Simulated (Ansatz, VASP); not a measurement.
## Zr2Si4GePd: VASP beside Ansatz

```
Zr Si Ge Pd
1.0
     0.00000    5.30335    5.30335
     5.30335    0.00000    5.30335
     5.30335    5.30335    0.00000
Zr Si Ge Pd
2 4 1 1
Direct
  0.50000 0.50000 0.50000
  0.00000 0.00000 0.00000
  0.63219 0.63219 0.63219
  0.63219 0.63219 0.10344
  0.63219 0.10344 0.63219
  0.10344 0.63219 0.63219
  0.25000 0.25000 0.25000
  0.75000 0.75000 0.75000
```

Alike in both runs: functional PBE; k mesh 4 × 4 × 4; occupations gaussian, width 0.2 eV; no spin polarisation.

Ansatz relaxed the structure, and its values are those at the end. VASP's run is a single point on that final structure, the one shown.

|  | VASP | Ansatz |
| --- | --- | --- |
| version | VASP 6.6.1 | Ansatz 0.2.0 |
| potentials or method | VASP PAW PBE potentials, release 64 (Zr_sv, Si, Ge_d, Pd), cutoff 520 eV | scalar-relativistic, plane waves, PAW |
| valence electrons in the cell | 64 | 72 |

VASP gave:

* gap on the k mesh at the Fermi level (eV): none
* pressure (GPa): -0.1
* rms of the force components (eV/Å): 0.008

Which values does Ansatz return?

gap on the k mesh at the Fermi level (eV): none; pressure (GPa): -0.1; rms of the force components (eV/Å): 0.012.

A gap of «none» marks a metal or a gap that the smearing closes. With one functional, cell and mesh, what is left measures potentials, basis and numerics. VASP's potentials hold 64 valence electrons a cell and Ansatz's 72, so a difference there can come from the potentials and not from the codes.
